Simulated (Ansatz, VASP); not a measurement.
## Two plane-wave programs on Rh

```
CELL_PARAMETERS angstrom
2.83001 0.00000 0.00000
-1.41501 2.45086 0.00000
0.00000 0.00000 4.37718
ATOMIC_POSITIONS crystal
Rh 0.66667 0.33333 0.75000
Rh 0.33333 0.66667 0.25000
```

Alike in both runs: task single point; functional PBEsol; k mesh 21 × 21 × 12; occupations gaussian, width 0.15 eV; no spin polarisation.

|  | VASP | Ansatz |
| --- | --- | --- |
| version | VASP 6.6.1 | Ansatz 0.2.0 |
| potentials or method | VASP PAW PBE potentials, release 64 (Rh_pv), cutoff 520 eV | scalar-relativistic, plane waves, PAW |
| valence electrons in the cell | 30 | 34 |

|  | VASP | Ansatz | Ansatz less VASP |
| --- | --- | --- | --- |
| gap on the k mesh at the Fermi level (eV) | none | none | - |
| pressure (GPa) | -24.1 | -24.1 | +0.02 |
| traceless stress, the component that is largest in VASP (GPa) | 4.23 | 4.23 | +0.004 |

VASP's potentials were made for PBE, not for PBEsol, and Ansatz warns of the same on its side. A gap of «none» marks a metal or a gap that the smearing closes. VASP's potentials hold 30 valence electrons a cell and Ansatz's 34, so a difference there can come from the potentials and not from the codes.
